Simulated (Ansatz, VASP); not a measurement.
One calculation of Al, two programs

Contents of INCAR:

```
SYSTEM = Al
  ALGO = Normal
  EDIFF = 1E-6
  ENCUT = 520
  GGA = PE
  ISIF = 2
  ISMEAR = 0
  IVDW = 12
  LASPH = .True.
  LCHARG = .True.
  LELF = .True.
  LREAL = .False.
  LVHAR = .True.
  LWAVE = .False.
  NBANDS = 14
  NELM = 100
  PREC = Accurate
  SIGMA = 0.15
```

Contents of KPOINTS:

```
k-points
0
Gamma
  18 18 4
  0 0 0
```

Contents of POSCAR:

```
Al
1.0
    2.7750000000      0.0000000000      0.0000000000
   -1.3875000000      2.4032204955      0.0000000000
    0.0000000000      0.0000000000      8.0434000000
Al
4
Direct
    0.0000000000      0.0000000000      0.0000000000
    0.3333333333      0.6666666667      0.2500000000
    0.0000000000      0.0000000000      0.5000000000
    0.6666666667      0.3333333333      0.7500000000
```

Input for Ansatz:

```yaml
crystal:
  lattice:
    - [2.775, 0.0, 0.0]
    - [-1.3875, 2.4032204955, 0.0]
    - [0.0, 0.0, 8.0434]
  atoms:
    - { symbol: Al, position: [0.0, 0.0, 0.0] }
    - { symbol: Al, position: [0.3333333333, 0.6666666667, 0.25] }
    - { symbol: Al, position: [0.0, 0.0, 0.5] }
    - { symbol: Al, position: [0.6666666667, 0.3333333333, 0.75] }
basis:
  ecutwfc: 420
kpoints:
  mp_grid: { grid: [18, 18, 4] }
hamiltonian:
  xc: pbe
  pseudopotentials: { kind: paw, azcp: { folder: soft_1 } }
  dispersion: d3bj
scf:
  occupations: { method: gaussian, width: 0.15 }
output:
  forces: true
  stress: true
  eigenvalues: true
```

Alike in both runs: task single point; functional PBE; dispersion D3(BJ); k mesh 18 × 18 × 4; occupations gaussian, width 0.15 eV; no spin polarisation.

|  | VASP | Ansatz |
| --- | --- | --- |
| version | VASP 6.6.1 | Ansatz 0.2.0 |
| potentials or method | VASP PAW PBE potentials, release 64 (Al), cutoff 520 eV | scalar-relativistic, plane waves, PAW |
| valence electrons in the cell | 12 | 12 |

```tsv
	VASP	Ansatz	Ansatz less VASP
gap on the k mesh at the Fermi level (eV)	none	none	-
pressure (GPa)	23.0	23.0	-0.04
traceless stress, the component that is largest in VASP (GPa)	15.38	15.36	-0.020
```

A gap of «none» marks a metal or a gap that the smearing closes.
